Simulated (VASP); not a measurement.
Here is a VASP 6.6.1 calculation.

The input INCAR:

```
ALGO = Fast
EDIFF = 1E-6
ENCUT = 520
GGA = PE
ISIF = 2
ISMEAR = 0
LASPH = T
LCHARG = F
LREAL = F
LWAVE = F
NBANDS = 36
NELM = 60
PREC = Accurate
SIGMA = 0.1
```

The input KPOINTS:

```
k-points
0
Gamma
  12 12 8
```

Contents of POSCAR:

```
Sn
1.0
    5.1048591050      0.0000000000      0.0000000000
   -2.5524295525      4.4209376677      0.0000000000
    0.0000000000      0.0000000000      6.0863476997
Sn
4
Direct
    0.0000000000      0.0000000000      0.2500000000
    0.0000000000      0.0000000000      0.7500000000
    0.3333333333      0.6666666667      0.7500000000
    0.6666666667      0.3333333333      0.2500000000
```

Potentials or basis: VASP PAW PBE potentials, release 64 (Sn_d).

Launch:

```sh
$ cat potpaw_PBE.64/Sn_d/POTCAR > POTCAR
$ mpirun -np 1 vasp_std > vasp.out
```

Predict the band gap on the k mesh.

zero (band 28 reaches 6.76 eV, above the bottom of band 29 at 4.51 eV).

Estimate the pressure.

-0.1 GPa.

Caveat: spin-orbit coupling is left out, which moves the levels of the heavy elements.
